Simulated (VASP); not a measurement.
# CuO (P1) in VASP: notebook

Aim: see how the results for CuO move with the level of theory and the settings. Levels: PBE, LDA, PBEsol+U. Tasks: single point, relaxation of cell and atoms.

Everything below comes from runs of VASP 6.6.1. Logs are shortened: lines on timing, memory, paths and dates and some standing lists are left out, and cuts for length are marked.

## (1) The cell of the first run

The typed cell holds 2 atoms: a = 2.993 Å, b = 2.993 Å, c = 2.993 Å, α = 60.00°, β = 60.00°, γ = 60.00°.

## (2) Single point, PBE

The input, INCAR:

```
SYSTEM = CuO
PREC = Accurate
ENCUT = 520
EDIFF = 1E-6
ISMEAR = -1
SIGMA = 0.05
LREAL = .FALSE.
LASPH = .TRUE.
NELM = 100
ALGO = Normal
ISIF = 2
LWAVE = .FALSE.
LCHARG = .TRUE.
GGA = PE
LELF = .TRUE.
LVHAR = .TRUE.
NBANDS = 16
```

The input, KPOINTS:

```
Automatic mesh
0
G
  6 6 6
  0 0 0
```

The input, POSCAR:

```
CuO
1.0
    0.0000000000      2.1165600000      2.1165600000
    2.1165600000      0.0000000000      2.1165600000
    2.1165600000      2.1165600000      0.0000000000
Cu O
1 1
Direct
    0.0294977200      0.0281008700      0.9080259900
    0.4705022800      0.4718991300      0.5919740100
```

Potentials or basis: VASP PAW PBE potentials, release 64 (Cu, O).

Run with:

```sh
cat potpaw_PBE.64/Cu/POTCAR potpaw_PBE.64/O/POTCAR > POTCAR
mpirun -np 1 vasp_std > vasp.out
```

OUTCAR:

```text
SYSTEM = CuO
   PREC = Accurate
   ENCUT = 520
   EDIFF = 1E-6
   ISMEAR = -1
   LREAL = .FALSE.
   LASPH = .TRUE.
   NELM = 100
   ISIF = 2
   GGA = PE

 ion  position               nearest neighbor table
   1  0.029  0.028  0.908-   2 1.88   2 1.89   2 1.91
   2  0.471  0.472  0.592-   1 1.88   1 1.89   1 1.91

  LATTYP: Found a face centered cubic cell.
 ALAT       =     4.2331200000

  Lattice vectors:

 A1 = (   0.0000000000,   2.1165600000,   2.1165600000)
 A2 = (   2.1165600000,   0.0000000000,   2.1165600000)
 A3 = (   2.1165600000,   2.1165600000,   0.0000000000)

Analysis of symmetry for initial positions (statically):
=====================================================================
 Subroutine PRICEL returns:
 Original cell was already a primitive cell.

 Routine SETGRP: Setting up the symmetry group for a
 face centered cubic supercell.

 Subroutine GETGRP returns: Found  1 space group operations
 (whereof  1 operations were pure point group operations)
 out of a pool of 48 trial point group operations.

The static configuration has the point symmetry C_1 .

Analysis of symmetry for dynamics (positions and initial velocities):
=====================================================================
 Subroutine PRICEL returns:
 Original cell was already a primitive cell.

 Routine SETGRP: Setting up the symmetry group for a
 face centered cubic supercell.

 Subroutine GETGRP returns: Found  1 space group operations
 (whereof  1 operations were pure point group operations)
 out of a pool of 48 trial point group operations.

The dynamic configuration has the point symmetry C_1 .

 Subroutine INISYM returns: Found  1 space group operations
 (whereof  1 operations are pure point group operations),
 and found     1 'primitive' translations

----------------------------------------------------------------------------------------

                                     Primitive cell

  volume of cell :      18.9636

  direct lattice vectors                    reciprocal lattice vectors
     0.000000000  2.116560000  2.116560000    -0.236232377  0.236232377  0.236232377
     2.116560000  0.000000000  2.116560000     0.236232377 -0.236232377  0.236232377
     2.116560000  2.116560000  0.000000000     0.236232377  0.236232377 -0.236232377

[... 73 lines left out ...]
 SYSTEM =  CuO
   PREC   = accura    normal or accurate (medium, high low for compatibility)
   ISTART =      0    job   : 0-new  1-cont  2-samecut
   ICHARG =      2    charge: 1-file 2-atom 10-const
   ISPIN  =      1    spin polarized calculation?
   LNONCOLLINEAR =      F non collinear calculations
   LSORBIT =      F    spin-orbit coupling
   LASPH  =      T    aspherical Exc in radial PAW
   ENCUT  =  520.0 eV  38.22 Ry    6.18 a.u.   5.57  5.57  5.57*2*pi/ulx,y,z
   NELM   =    100;   NELMIN=  2; NELMDL= -5     # of ELM steps
   EDIFF  = 0.1E-05   stopping-criterion for ELM
   LREAL  =      F    real-space projection
   EDIFFG = 0.1E-04   stopping-criterion for IOM
   NSW    =      0    number of steps for IOM
   IBRION =     -1    ionic relax: 0-MD 1-quasi-New 2-CG
   NFREE  =      0    steps in history (QN), initial steepest desc. (CG)
   ISIF   =      2    stress and relaxation
   ISYM   =      2    0-nonsym 1-usesym 2-fastsym
   POTIM  = 0.5000    time-step for ionic-motion
   TEBEG  =    0.0;   TEEND  =   0.0 temperature during run
   PSTRESS=    0.0 pullay stress
   NELECT =      17.0000    total number of electrons
   NUPDOWN=      -1.0000    fix difference up-down
   EMIN   =  10.00;   EMAX   =-10.00  energy-range for DOS
   EFERMI =   0.00;   METHOD = LEGACY
   ISMEAR =    -1;   SIGMA  =   0.05  broadening in eV -4-tet -1-fermi 0-gaus
   EFERMI_NEDOS =   21; number of points for ismear=-14 and -15
   IALGO  =     38    algorithm
   IMIX   =      4    mixing-type and parameters
     AMIX     =   0.40;   BMIX     =  1.00
     AMIX_MAG =   1.60;   BMIX_MAG =  1.00
  volume/ion in A,a.u.               =       9.48        63.99
  Fermi-wavevector in a.u.,A,eV,Ry     =   1.578522  2.982973 33.902055  2.491731
  Thomas-Fermi vector in A             =   2.679040
   LORBIT       =      0    0 simple, 1 ext, 2 COOP (PROOUT), +10 PAW based schemes
   GGA     = PE    functional components
   LHFCALC =     F    Hartree Fock is set to
   AEXX    =    0.0000 exact exchange contribution
   IVDW    =     0    specifies the selected vdW correction
   LEPSILON=     F    determine dielectric tensor
   LRPA    =     F    only Hartree local field effects (RPA)
 non-spin polarized calculation
  energy-cutoff  :      520.00
  volume of cell :       18.96
 maximum number of plane-waves:       531
 NGX is ok and might be reduce to    24
   NGX = 11   NGY = 11   NGZ = 11

 number of electron      17.0000002 magnetization

 Free energy of the ion-electron system (eV)
  ---------------------------------------------------
  ext. energy  EPLUGINS =         0.00000000
  ---------------------------------------------------
  free energy    TOTEN  =        -9.10783779 eV

  energy without entropy =       -9.08330065  energy(sigma->0) =       -9.09556922

 E-fermi :   6.2091     XC(G=0): -12.3627

 val. band max:        6.2065885514   @ k =   0.0000   0.5000   0.1667
 cond. band min:       6.2099555933   @ k =   0.1667   0.5000   0.0000
 fundamental gap:      0.0033670420
 Fermi energy:         6.2091093433

 k-point     1 :       0.0000    0.0000    0.0000
  band No.  band energies     occupation
      1     -13.5282      2.00000
      2       1.6210      2.00000
      3       1.6787      2.00000
      4       2.3161      2.00000
      5       3.6814      2.00000
      6       3.7149      2.00000
[... 433 lines left out ...]
      3       1.4254      2.00000
      4       1.8880      2.00000
      5       3.8345      2.00000
      6       3.9420      2.00000
[... 8 lines left out ...]
     15      30.4811      0.00000
     16      31.4260      0.00000

 [... further k-points ...]
[... 5 lines left out ...]
  --------------------------------------------------------------------------------------
  -------------------------------------------------------------------------------------
  Total        2.4543523      2.3563270      2.0418424     -0.5376304      0.4298992      0.4530945
  in kB      207.3603592    199.0785163    172.5087214    -45.4226691     36.3208087     38.2804978
  external PRESSURE =     192.9825323 kB  Pullay stress =       0.0000000 kB

 VOLUME and BASIS-vectors are now :
 -----------------------------------------------------------------------------
  energy-cutoff  :      520.00
  volume of cell :       18.96
      direct lattice vectors                 reciprocal lattice vectors
     0.000000000  2.116560000  2.116560000    -0.236232377  0.236232377  0.236232377
     2.116560000  0.000000000  2.116560000     0.236232377 -0.236232377  0.236232377
     2.116560000  2.116560000  0.000000000     0.236232377  0.236232377 -0.236232377

 POSITION                                       TOTAL-FORCE (eV/Angst)
 -----------------------------------------------------------------------------------
      1.98137      1.98433      0.12191         0.651613      0.594379     -0.419760
      2.25175      2.24879      1.99465        -0.651613     -0.594379      0.419760
 -----------------------------------------------------------------------------------
    total drift:                                0.000058     -0.000038      0.000395

  FREE ENERGIE OF THE ION-ELECTRON SYSTEM (eV)
  ---------------------------------------------------
  free  energy   TOTEN  =        -9.1078377859 eV

  energy  without entropy=       -9.0833006477  energy(sigma->0) =       -9.09556922
```

OSZICAR:

```text
N       E                     dE             d eps       ncg     rms          rms(c)
DAV:   1     0.866227342482E+02    0.86623E+02   -0.76488E+03  3896   0.166E+03
DAV:   2    -0.761952352160E+01   -0.94242E+02   -0.84325E+02  3768   0.287E+02
DAV:   3    -0.120899663020E+02   -0.44704E+01   -0.42892E+01  4528   0.635E+01
DAV:   4    -0.121336688802E+02   -0.43703E-01   -0.43686E-01  4112   0.606E+00
DAV:   5    -0.121342987950E+02   -0.62991E-03   -0.62991E-03  4840   0.761E-01    0.117E+01
DAV:   6    -0.106607060669E+02    0.14736E+01   -0.12434E+01  4624   0.114E+02    0.914E+00
DAV:   7    -0.914961054909E+01    0.15111E+01   -0.47338E+00  4472   0.881E+01    0.183E+00
DAV:   8    -0.913390161604E+01    0.15709E-01   -0.28182E-01  5360   0.626E+00    0.114E+00
DAV:   9    -0.910915432473E+01    0.24747E-01   -0.26622E-02  5808   0.566E+00    0.350E-01
DAV:  10    -0.910784532131E+01    0.13090E-02   -0.50576E-03  5536   0.171E+00    0.145E-01
DAV:  11    -0.910782632499E+01    0.18996E-04   -0.88802E-04  5592   0.576E-01    0.493E-02
DAV:  12    -0.910783365025E+01   -0.73253E-05   -0.70029E-05  5480   0.316E-01    0.244E-02
DAV:  13    -0.910783782974E+01   -0.41795E-05   -0.26003E-05  5624   0.911E-02    0.370E-03
DAV:  14    -0.910783778589E+01    0.43852E-07   -0.35417E-07  2848   0.103E-02
   1 F= -.91078378E+01 E0= -.90955692E+01  d E =-.245371E-01
```

Wall time 47 s (1 thread of Intel Xeon 8259CL, shared host); peak memory 0.16 GiB.

Results:

| Item | Value |
| --- | --- |
| Free energy | -9.1078 eV |
| Pressure | 19.3 GPa |
| Largest force | 0.977 eV/Å |
| Band gap on the k mesh | zero (an odd number of electrons rules out a gap without spin polarisation) |

Forces in eV/Å, atoms in the order of the input:
```
Cu   0.652  0.594 -0.420
O   -0.652 -0.594  0.420
```

Stress tensor (GPa, compression positive):
```
20.74 -4.54  3.83
-4.54 19.91  3.63
 3.83  3.63 17.25
```

Caveat: the k points lie up to 0.43 Å⁻¹ apart, too coarse for converged energies and pressures of a metal; an odd number of electrons without spin polarisation forces a metal; a magnetic or distorted state may lie lower; semilocal functionals often make such compounds metallic where correlation or magnetic order opens a gap, which also shifts bond lengths. With open d or f shells a metallic result of PBE can be an artefact of self-interaction; +U or a hybrid may open a gap.

## (3) Relaxation of cell and atoms, LDA

The input, INCAR:

```
SYSTEM = CuO
PREC     = Accurate       ! precision mode
ENCUT    = 600            ! plane-wave cutoff, eV
EDIFF    = 1E-7           ! SCF threshold, eV
ISMEAR   = -1             ! smearing method
SIGMA    = 0.05           ! smearing width, eV
LREAL    = .FALSE.        ! projectors in reciprocal space
LASPH    = .TRUE.         ! aspherical terms in the spheres
NELM     = 60             ! most SCF steps
ALGO     = Normal         ! electronic algorithm
ISIF     = 3              ! what is computed and relaxed
LWAVE    = .FALSE.        ! write WAVECAR
LCHARG   = .FALSE.        ! write CHGCAR
GGA      = CA             ! functional
IBRION   = 2              ! ionic algorithm
NSW      = 60             ! ionic steps
EDIFFG   = -0.01          ! ionic threshold
```

The input, KPOINTS:

```
regular mesh
0
G
  11 11 11
  0 0 0
```

POSCAR is that of step 2.

Potentials or basis: VASP PAW LDA potentials, release 64 (Cu, O).

Run with:

```sh
cat potpaw_LDA.64/Cu/POTCAR potpaw_LDA.64/O/POTCAR > POTCAR
mpirun -np 1 vasp_std > vasp.out
```

It took 48 min on 1 thread of Intel Xeon 8259CL, shared host; peak memory 0.38 GiB.

The run converged. Its results:

* Free energy: -11.4177 eV
* Relaxed volume: 8.78 Å³/atom
* Relaxed cell: a = 2.917 Å, b = 2.918 Å, c = 2.918 Å, α = 59.97°, β = 60.01°, γ = 59.99°
* Space group after relaxing (to 0.1 Å): Fm-3m (No. 225)
* Energy gained by relaxing: 203.3 meV/atom
* Ionic steps: 25
* Pressure after relaxing: 0.0 GPa
* Largest force after relaxing: 0.003 eV/Å
* Band gap on the k mesh: zero (an odd number of electrons rules out a gap without spin polarisation)

Forces in eV/Å, atoms in the order of the input:
```
Cu   0.000  0.001  0.003
O    0.000 -0.001 -0.003
```

The path:
```tsv
step	energy change (eV)	largest force (eV/Å)	pressure (GPa)	volume (Å³)
1	0.0000	0.6889	2.26	18.96
2	-0.0546	0.7942	-5.95	19.33
3	-0.0941	0.7857	-16.73	19.97
4	-0.1071	0.7752	-17.09	19.94
5	-0.1425	0.7039	-18.07	19.85
6	-0.1923	0.4761	-18.83	19.65
7	-0.1891	0.2998	-16.18	19.23
8	-0.2076	0.2812	-18.26	19.46
9	-0.2604	0.2822	-14.78	19.00
10	-0.3394	0.2742	-3.24	17.84
11	-0.3440	0.2773	1.63	17.46
12	-0.3441	0.2763	0.96	17.51
13	-0.3519	0.2307	0.83	17.52
14	-0.3711	0.1368	0.59	17.53
15	-0.3918	0.2692	0.61	17.54
16	-0.3937	0.3632	0.80	17.53
17	-0.4027	0.1831	-0.68	17.63
18	-0.4047	0.0993	-1.64	17.70
19	-0.4060	0.0441	0.81	17.50
20	-0.4060	0.0514	0.41	17.53
21	-0.4063	0.0153	0.12	17.55
22	-0.4064	0.0148	-0.03	17.57
23	-0.4064	0.0084	-0.02	17.56
24	-0.4065	0.0122	0.02	17.56
25	-0.4065	0.0030	-0.03	17.57
```

Final structure:
```cif
data_structure
_symmetry_space_group_name_H-M 'P 1'
_symmetry_Int_Tables_number 1
_cell_length_a 2.9174
_cell_length_b 2.9183
_cell_length_c 2.9184
_cell_angle_alpha 59.968
_cell_angle_beta 60.006
_cell_angle_gamma 59.993
_cell_volume 17.57
loop_
_atom_site_label
_atom_site_type_symbol
_atom_site_fract_x
_atom_site_fract_y
_atom_site_fract_z
_atom_site_occupancy
Cu1 Cu 0.99993 0.99997 0.00002 1
O1 O 0.50007 0.50003 0.49998 1
```

Levels at points of the mesh, in eV from the Fermi level:
```csv
k point,band 5,band 6,band 7,band 8,band 9,band 10,band 11,band 12
"(0.00, 0.00, 0.00)",-2.61,-2.60,-2.60,-2.46,-2.46,1.89,18.30,19.10
```

Caveat: an odd number of electrons without spin polarisation forces a metal; a magnetic or distorted state may lie lower; semilocal functionals often make such compounds metallic where correlation or magnetic order opens a gap, which also shifts bond lengths. With open d or f shells a metallic result of LDA can be an artefact of self-interaction; +U or a hybrid may open a gap.

## (4) Single point, PBEsol+U

The input, INCAR:

```
  PREC = Accurate
  ENCUT = 700
  EDIFF = 1E-6
  ISMEAR = -1
  SIGMA = 0.05
  LREAL = F
  LASPH = T
  NELM = 200
  ALGO = Normal
  ISIF = 2
  LWAVE = F
  LCHARG = F
  LMAXMIX = 4
  LDAU = T
  LDAUTYPE = 2
  LDAUL = 2 -1
  LDAUU = 5.3 0
  LDAUJ = 0 0
  LDAUPRINT = 1
  GGA = PS
  NBANDS = 20
  GGA_COMPAT = F
```

The input, KPOINTS:

```
Automatic mesh
0
Gamma
  11 11 11
```

POSCAR is that of step 3.

Potentials or basis: VASP PAW PBE potentials, release 64 (Cu_sv_GW, O).

Run with:

```sh
cat potpaw_PBE.64/Cu_sv_GW/POTCAR potpaw_PBE.64/O/POTCAR > POTCAR
mpirun -np 1 vasp_std > vasp.out
```

Wall time 5.9 min (1 thread of Intel Xeon Platinum 8488C (Sapphire Rapids), shared host); peak memory 0.56 GiB.

Results (log left out):

```
Free energy            : -7.7692 eV
Pressure               : 4.5 GPa
Largest force          : 0.883 eV/Å
Band gap on the k mesh : zero (an odd number of electrons rules out a gap without spin polarisation)
```

Forces in eV/Å, atoms in the order of the input:
```
Cu   0.584  0.536 -0.389
O   -0.584 -0.536  0.389
```

Stress tensor (GPa, compression positive):
```
 5.72 -3.31  2.77
-3.31  5.02  2.63
 2.77  2.63  2.72
```

Levels at points of the mesh, in eV from the Fermi level:
```tsv
k point	band 10	band 11	band 12	band 13	band 14	band 15	band 16	band 17
(0.00, 0.00, 0.00)	-3.13	-0.53	-0.17	-0.13	1.97	17.32	18.33	18.42
```

Eigenvalues of the final occupation matrices:
```
    site  spin  trace               eigenvalues
site 1 d     1   4.52  0.84 0.85 0.94 0.94 0.94
site 1 d     2   4.52  0.84 0.85 0.94 0.94 0.94
```

Caveat: the cell stands under pressure; the PAW data sets were made with another functional, which shifts forces and pressure a little; an odd number of electrons without spin polarisation forces a metal; a magnetic or distorted state may lie lower; U without spin polarisation on a metal has little footing.

## (5) Single point, PBE

The input, INCAR:

```
ALGO = Normal ; EDIFF = 1E-6
ENCUT = 820 ; GGA = PE
GGA_COMPAT = False ; ISIF = 2
ISMEAR = -1 ; LASPH = True
LCHARG = False ; LREAL = False
LWAVE = False ; NBANDS = 20
NELM = 120 ; PREC = Accurate
SIGMA = 0.05
```

The input, KPOINTS:

```
k-points
0
Gamma
  4 4 4
```

POSCAR is that of step 4.

Run with:

```sh
cat potpaw_PBE.64/Cu_sv_GW/POTCAR potpaw_PBE.64/O/POTCAR > POTCAR
mpirun -np 1 vasp_std > vasp.out
```

Wall time 31 s (1 thread of AMD EPYC 7R43 (Zen 3), shared host); peak memory 0.15 GiB.

It converged, with:

```yaml
Free_energy: -9.2178 eV
Pressure: 18.0 GPa
Largest_force: 0.932 eV/Å
Band_gap_on_the_k_mesh: zero (an odd number of electrons rules out a gap without spin polarisation)
```

Forces in eV/Å, atoms in the order of the input:
```
Cu   0.620  0.567 -0.403
O   -0.620 -0.567  0.403
```

Stress tensor (GPa, compression positive):
```
19.51 -3.23  2.64
-3.23 18.60  2.47
 2.64  2.47 15.82
```

Levels at points of the mesh, in eV from the Fermi level:
| k point | band 9 | band 10 | band 11 | band 12 | band 13 | band 14 | band 15 | band 16 | band 17 | band 18 |
| --- | --- | --- | --- | --- | --- | --- | --- | --- | --- | --- |
| (0.00, 0.00, 0.00) | -2.46 | -2.43 | -0.54 | -0.22 | -0.18 | 1.45 | 16.90 | 18.10 | 18.22 | 18.86 |
| (0.50, 0.00, 0.00) | -2.08 | -2.06 | -1.50 | -0.35 | 0.45 | 6.47 | 9.18 | 14.70 | 15.21 | 19.77 |
| (0.00, 0.50, 0.00) | -2.09 | -2.06 | -1.50 | -0.36 | 0.43 | 6.48 | 9.18 | 14.70 | 15.23 | 19.76 |
| (0.00, 0.00, 0.50) | -1.89 | -1.88 | -1.25 | 1.07 | 1.10 | 6.11 | 9.01 | 13.86 | 13.91 | 20.64 |
| (0.50, 0.50, 0.50) | -2.07 | -2.04 | -1.50 | -0.32 | 0.50 | 6.46 | 9.18 | 14.70 | 15.13 | 19.81 |
| (0.50, 0.50, 0.00) | -1.86 | -1.77 | -1.68 | -1.27 | -1.16 | 5.31 | 11.00 | 11.21 | 16.49 | 18.08 |
| (0.00, 0.50, 0.50) | -1.93 | -1.78 | -1.70 | -1.30 | -1.22 | 5.28 | 11.09 | 11.26 | 16.47 | 17.95 |
| (0.50, 0.00, 0.50) | -1.91 | -1.78 | -1.70 | -1.30 | -1.21 | 5.29 | 11.07 | 11.25 | 16.48 | 17.98 |

Caveat: the k points lie up to 0.64 Å⁻¹ apart, too coarse for converged energies and pressures of a metal; an odd number of electrons without spin polarisation forces a metal; a magnetic or distorted state may lie lower; semilocal functionals often make such compounds metallic where correlation or magnetic order opens a gap, which also shifts bond lengths. With open d or f shells a metallic result of PBE can be an artefact of self-interaction; +U or a hybrid may open a gap.

## (6) Summary

```tsv
task	level	potentials or basis	U	cell	k mesh	cutoff (eV)	gap on the mesh (eV)	pressure (GPa)	largest force (eV/Å)
single point	PBE	VASP PAW PBE potentials, release 64 (Cu, O)	-	as given	6 × 6 × 6	520	none	19.3	0.98
relaxation of cell and atoms	LDA	VASP PAW LDA potentials, release 64 (Cu, O)	-	relaxed	11 × 11 × 11	600	none	0.0	-
single point	PBEsol+U	VASP PAW PBE potentials, release 64 (Cu_sv_GW, O)	Cu d U = 5.3 eV	as given	11 × 11 × 11	700	none	4.5	0.88
single point	PBE	VASP PAW PBE potentials, release 64 (Cu_sv_GW, O)	-	as given	4 × 4 × 4	820	none	18.0	0.93
```

Alike in all rows: no spin polarisation; smearing fermi-dirac 0.05 eV.

Caveats: some runs use coarse meshes; an odd number of electrons without spin polarisation forces a metal; a magnetic or distorted state may lie lower; semilocal functionals often make such compounds metallic where correlation or magnetic order opens a gap, which also shifts bond lengths (at least some runs); the cell stands under pressure (at least some runs); the PAW data sets were made with another functional, which shifts forces and pressure a little (at least some runs); U without spin polarisation on a metal has little footing (at least some runs).

Absolute energies hang on the potentials; compare differences alone.

The gap in the log of VASP goes by the Fermi energy; the results here count the filled bands.